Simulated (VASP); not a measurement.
Set up this calculation in VASP 6.6.1, as the native input.

```yaml
Task: single point
Functional: LDA
Potentials_or_basis: VASP PAW LDA potentials, release 64 (Cu, Al)
Cutoff: 520 eV
k_mesh: 7 × 7 × 7
Occupations: fermi-dirac, width 0.05 eV
Spin: no spin polarisation
Dipole_correction: no
Further_INCAR_settings: ALGO = Normal; EDIFF = 1e-07; NBANDS = 26
```

The structure of Al2Cu (Khatyrkite) lies in POSCAR:

```
Al2Cu
1.0
   -3.0535899895      3.0535899895      2.4546494773
    3.0535899895     -3.0535899895      2.4546494773
    3.0535899895      3.0535899895     -2.4546494773
Cu Al
2 4
Direct
    0.2500000000      0.2500000000      0.0000000000
    0.7500000000      0.7500000000      0.0000000000
    0.3419000000      0.1581000000      0.5000000000
    0.8419000000      0.3419000000      0.1838000000
    0.6581000000      0.8419000000      0.5000000000
    0.1581000000      0.6581000000      0.8162000000
```

One way to write it, as run:

INCAR

```
SYSTEM = Al2Cu
PREC = Accurate
ENCUT = 520
EDIFF = 1E-7
ISMEAR = -1
SIGMA = 0.05
LREAL = .False.
LASPH = .True.
NELM = 100
ALGO = Normal
ISIF = 2
LWAVE = .False.
LCHARG = .True.
LELF = .True.
LVHAR = .True.
NBANDS = 26
```

KPOINTS

```
regular mesh
0
Gamma
  7 7 7
  0 0 0
```

Potentials or basis: VASP PAW LDA potentials, release 64 (Cu, Al).

Launch:

```console
$ cat potpaw_LDA.64/Cu/POTCAR potpaw_LDA.64/Al/POTCAR > POTCAR
$ mpirun -np 1 vasp_std > vasp.out
```

It gave:

```yaml
Pressure: -7.7 GPa
Largest_force: 0.105 eV/Å
Band_gap_on_the_k_mesh: zero (band 17 reaches 9.58 eV, above the bottom of band 18 at 5.90 eV)
```

Wall time 72 s on 1 thread of Intel(R) Xeon(R) Platinum 8559C (Emerald Rapids) (shared host), peak memory 0.23 GiB.
